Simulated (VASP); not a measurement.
Input of a VASP 6.6.1 run:

Contents of INCAR:

```
SYSTEM = SnTe
ALGO = Normal
EDIFF = 1E-6
EDIFFG = -0.005
ENCUT = 600
GGA = PE
IBRION = 2
ISIF = 4
ISMEAR = -1
LASPH = .TRUE.
LCHARG = .FALSE.
LREAL = .FALSE.
LWAVE = .FALSE.
NELM = 80
NSW = 50
PREC = Accurate
SIGMA = 0.05
```

The input KPOINTS:

```
k-points
0
G
  9 9 5
  0 0 0
```

The input POSCAR:

```
SnTe
1.0
    5.0459453123      0.0000000000      0.0000000000
   -2.5229726561      4.3699168265      0.0000000000
    0.0000000000      0.0000000000      6.0649852104
Sn Te
2 2
Direct
    0.3333333333      0.6666666667     -0.0458521505
    0.6666666667      0.3333333333      0.4541478495
    0.3333333333      0.6666666667      0.4218521505
    0.6666666667      0.3333333333      0.9218521505
```

Potentials or basis: VASP PAW PBE potentials, release 64 (Sn_d, Te).

Run with:

```console
$ cat potpaw_PBE.64/Sn_d/POTCAR potpaw_PBE.64/Te/POTCAR > POTCAR
$ mpirun -np 1 vasp_std > vasp.out
```

(1) Predict the band gap on the k mesh.

Results:

(1) 0.20 eV (least direct gap 0.76 eV).

Caveat: semilocal functionals underestimate gaps, and a narrow one can read as zero; spin-orbit coupling is left out, which moves the levels of the heavy elements.
